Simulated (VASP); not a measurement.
# Mo (P6/mmm) in VASP: further runs, part 2 of 2

VASP 6.6.1. The steps go on from the part before.

## Step 4: Single point, PBEsol

This run uses another cell than the first one, of the same volume but with other edges.

INCAR reads:

```
PREC = Accurate
ENCUT = 520
EDIFF = 1E-6
ISMEAR = 0
SIGMA = 0.15
LREAL = False
LASPH = True
NELM = 60
ALGO = Fast
ISIF = 2
LWAVE = False
LCHARG = False
GGA = PS
NBANDS = 13
```

KPOINTS reads:

```
Automatic mesh
0
Gamma
  30 30 26
```

POSCAR reads:

```
Mo
1.0
    2.6980964678      0.0000000000      0.0000000000
   -1.3490482339      2.3366200830      0.0000000000
    0.0000000000      0.0000000000      2.5744628187
Mo
1
Direct
    0.0000000000      0.0000000000      0.5000000000
```

Potentials or basis: VASP PAW PBE potentials, release 64 (Mo_sv).

Run with:

```console
$ cat potpaw_PBE.64/Mo_sv/POTCAR > POTCAR
$ mpirun -np 1 vasp_std > vasp.out
```

OUTCAR:

```text
PREC = Accurate
   ENCUT = 520
   EDIFF = 1E-6
   ISMEAR = 0
   LREAL = False
   LASPH = True
   NELM = 60
   ISIF = 2
   GGA = PS

 ion  position               nearest neighbor table
   1  0.000  0.000  0.500-

  LATTYP: Found a hexagonal cell.
 ALAT       =     2.6980964678
 C/A-ratio  =     0.9541774542

  Lattice vectors:

 A1 = (   2.6980964678,   0.0000000000,   0.0000000000)
 A2 = (  -1.3490482339,   2.3366200830,   0.0000000000)
 A3 = (   0.0000000000,   0.0000000000,   2.5744628187)

Analysis of symmetry for initial positions (statically):
=====================================================================
 Subroutine PRICEL returns:
 Original cell was already a primitive cell.

 Routine SETGRP: Setting up the symmetry group for a
 hexagonal supercell.

 Subroutine GETGRP returns: Found 24 space group operations
 (whereof 24 operations were pure point group operations)
 out of a pool of 24 trial point group operations.

The static configuration has the point symmetry D_6h.

Analysis of symmetry for dynamics (positions and initial velocities):
=====================================================================
 Subroutine PRICEL returns:
 Original cell was already a primitive cell.

 Routine SETGRP: Setting up the symmetry group for a
 hexagonal supercell.

 Subroutine GETGRP returns: Found 24 space group operations
 (whereof 24 operations were pure point group operations)
 out of a pool of 24 trial point group operations.

The dynamic configuration has the point symmetry D_6h.

 Subroutine INISYM returns: Found 24 space group operations
 (whereof 24 operations are pure point group operations),
 and found     1 'primitive' translations

----------------------------------------------------------------------------------------

                                     Primitive cell

  volume of cell :      16.2305

  direct lattice vectors                    reciprocal lattice vectors
[... 112 lines left out ...]
   AEXX    =    0.0000 exact exchange contribution
   IVDW    =     0    specifies the selected vdW correction
   LEPSILON=     F    determine dielectric tensor
   LRPA    =     F    only Hartree local field effects (RPA)
 non-spin polarized calculation
 RMM-DIIS sequential band-by-band and
 Gauss-broadening in eV      SIGMA  =   0.15
  energy-cutoff  :      520.00
  volume of cell :       16.23
 maximum number of plane-waves:       450
 NGX is ok and might be reduce to    20

 number of electron      13.9999998 magnetization

 Free energy of the ion-electron system (eV)
  ---------------------------------------------------
  ext. energy  EPLUGINS =         0.00000000
  ---------------------------------------------------
  free energy    TOTEN  =       -10.85098635 eV

  energy without entropy =      -10.84112507  energy(sigma->0) =      -10.84605571

 E-fermi :  11.7939     XC(G=0): -13.2260

 val. band max:       11.7922013864   @ k =   0.1000   0.0667   0.1538
 cond. band min:      11.7974725830   @ k =   0.2333   0.0667   0.5000
 fundamental gap:      0.0052711966
 Fermi energy:        11.7939048309

 k-point     1 :       0.0000    0.0000    0.0000
  band No.  band energies     occupation
      1     -49.2034      2.00000
      2     -22.4947      2.00000
      3     -22.4129      2.00000
      4     -22.4129      2.00000
      5       4.8519      2.00000
      6       7.3494      2.00000
      7      10.8347      2.00000
      8      10.8347      2.00000
      9      15.9157      0.00000
     10      15.9157      0.00000
     11      24.9020      0.00000
     12      27.0983      0.00000
     13      32.7880      0.00000
[... 354 lines left out ...]
  band No.  band energies     occupation
      1     -49.0436      2.00000
      2     -23.3838      2.00000
      3     -22.6422      2.00000
      4     -22.3835      2.00000
      5       6.9289      2.00000
      6       8.0736      2.00000
      7      10.2993      2.00000
      8      13.5535      0.00000
      9      13.6873      0.00000
     10      15.4320      0.00000
     11      25.1894      0.00000
     12      28.3775      0.00000
     13      30.3693      0.00000

 [... further k-points ...]

------------------------ aborting loop because EDIFF is reached ----------------------------------------

  FORCE on cell =-STRESS in cart. coord.  units (eV):
  Direction    XX          YY          ZZ          XY          YZ          ZX
  --------------------------------------------------------------------------------------
  -------------------------------------------------------------------------------------
  Total        0.6903425      0.6903425     -0.9341971      0.0000000      0.0000000      0.0000000
  in kB       68.1464093     68.1464093    -92.2182529      0.0000000      0.0000000      0.0000000
  external PRESSURE =      14.6915219 kB  Pullay stress =       0.0000000 kB

 VOLUME and BASIS-vectors are now :
 -----------------------------------------------------------------------------
  energy-cutoff  :      520.00
  volume of cell :       16.23
      direct lattice vectors                 reciprocal lattice vectors
     2.698096468  0.000000000  0.000000000     0.370631670  0.213984295  0.000000000
    -1.349048234  2.336620083  0.000000000     0.000000000  0.427968589  0.000000000
     0.000000000  0.000000000  2.574462819     0.000000000  0.000000000  0.388430547

 POSITION                                       TOTAL-FORCE (eV/Angst)
 -----------------------------------------------------------------------------------
      0.00000      0.00000      1.28723         0.000000      0.000000      0.000000
 -----------------------------------------------------------------------------------
    total drift:                               -0.000000      0.000000     -0.000000

  FREE ENERGIE OF THE ION-ELECTRON SYSTEM (eV)
  ---------------------------------------------------
  free  energy   TOTEN  =       -10.8509863549 eV

  energy  without entropy=      -10.8411250722  energy(sigma->0) =      -10.84605571
```

stdout:

```text
POSCAR found type information on POSCAR Mo
 POSCAR found :  1 types and       1 ions
 scaLAPACK will be used
 -----------------------------------------------------------------------------
|                                                                             |
|                                                                             |
|     You enforced a specific xc type in the INCAR file but a different       |
|     I HOPE YOU KNOW WHAT YOU ARE DOING!                                     |
|                                                                             |
 -----------------------------------------------------------------------------

 LDA part: xc-table for (Slater+PW92), standard interpolation
 POSCAR, INCAR and KPOINTS ok, starting setup
 FFT: planning ... GRIDC
 FFT: planning ... GRID_SOFT
 FFT: planning ... GRID
 WAVECAR not read
 entering main loop
```

Run time: 2.5 min. Hardware: 1 thread of Intel Xeon 8259CL, shared host; peak memory 0.34 GiB.

What came out:

```yaml
Free_energy: -10.8510 eV
Pressure: 1.5 GPa
Band_gap_on_the_k_mesh: zero (bands 7 and 8 overlap by 1.82 eV)
```

Caveat: the PAW data sets were made with another functional, which shifts forces and pressure a little.

## Step 5: Single point, PBEsol

This run uses another cell than the first one, of the same volume but with other edges.

INCAR reads:

```
PREC = Accurate ; ENCUT = 520
EDIFF = 1E-7 ; ISMEAR = 0
SIGMA = 0.15 ; LREAL = F
LASPH = T ; NELM = 60
ALGO = Fast ; ISIF = 2
LWAVE = F ; LCHARG = F
GGA = PS ; NBANDS = 13
```

KPOINTS is that of step 4.

POSCAR reads:

```
Mo
1.0
    2.9540912805      0.0000000000      0.0000000000
   -1.4770456402      2.5583180940      0.0000000000
    0.0000000000      0.0000000000      2.1476017504
Mo
1
Direct
    0.0000000000      0.0000000000      0.5000000000
```

Run with:

```console
$ cat potpaw_PBE.64/Mo_sv/POTCAR > POTCAR
$ mpirun -np 1 vasp_std > vasp.out
```

Wall time 2.5 min (1 thread of Intel Xeon 8259CL, shared host); peak memory 0.35 GiB.

The run converged. Its results:

```
Free energy            : -10.1606 eV
Pressure               : 25.3 GPa
Band gap on the k mesh : zero (bands 7 and 8 overlap by 2.57 eV)
```

Stress tensor (GPa, compression positive):
```
-15.01   0.00   0.00
  0.00 -15.01   0.00
  0.00   0.00 105.99
```

Levels at points of the mesh, in eV from the Fermi level:
| k point | band 3 | band 4 | band 5 | band 6 | band 7 | band 8 | band 9 | band 10 | band 11 | band 12 |
| --- | --- | --- | --- | --- | --- | --- | --- | --- | --- | --- |
| (0.00, 0.00, 0.00) | -34.71 | -32.18 | -6.77 | -5.02 | -1.49 | -1.49 | 6.28 | 6.28 | 11.23 | 18.53 |
| (0.50, 0.00, 0.00) | -34.89 | -32.13 | -4.97 | -4.51 | 0.22 | 2.70 | 5.00 | 6.00 | 7.66 | 11.33 |
| (0.00, 0.00, 0.50) | -33.90 | -33.90 | -2.32 | -2.32 | -1.39 | 0.94 | 0.94 | 2.24 | 16.79 | 16.87 |
| (0.50, 0.00, 0.50) | -34.50 | -34.05 | -6.11 | -3.12 | -1.25 | 4.16 | 7.71 | 7.78 | 8.09 | 16.45 |

Caveat: the cell stands under pressure; the PAW data sets were made with another functional, which shifts forces and pressure a little.

## Step 6: Summary

```tsv
cell	further INCAR settings	gap on the mesh (eV)	pressure (GPa)
a = 2.657, b = 2.657, c = 2.656 Å, angles 90.0, 90.0, 120.0°, 1 atom	ALGO = Fast; EDIFF = 1e-06; NBANDS = 13	none	3.2
a = 2.780, b = 2.780, c = 2.425 Å, angles 90.0, 90.0, 120.0°, 1 atom	ALGO = Fast; EDIFF = 1e-06; NBANDS = 13	none	1.7
a = 2.698, b = 2.698, c = 2.574 Å, angles 90.0, 90.0, 120.0°, 1 atom	ALGO = Fast; EDIFF = 1e-06; NBANDS = 13	none	1.5
a = 2.954, b = 2.954, c = 2.148 Å, angles 90.0, 90.0, 120.0°, 1 atom	ALGO = Fast; EDIFF = 1e-07; NBANDS = 13	none	25.3
```

Alike in all rows: task single point; level PBEsol; potentials or basis VASP PAW PBE potentials, release 64 (Mo_sv); no spin polarisation; k mesh 30 × 30 × 26; cutoff (eV) 520; smearing gaussian 0.15 eV.

Caveats: the PAW data sets were made with another functional, which shifts forces and pressure a little; the cell stands under pressure (at least some runs).

Absolute energies hang on the potentials; compare differences alone.
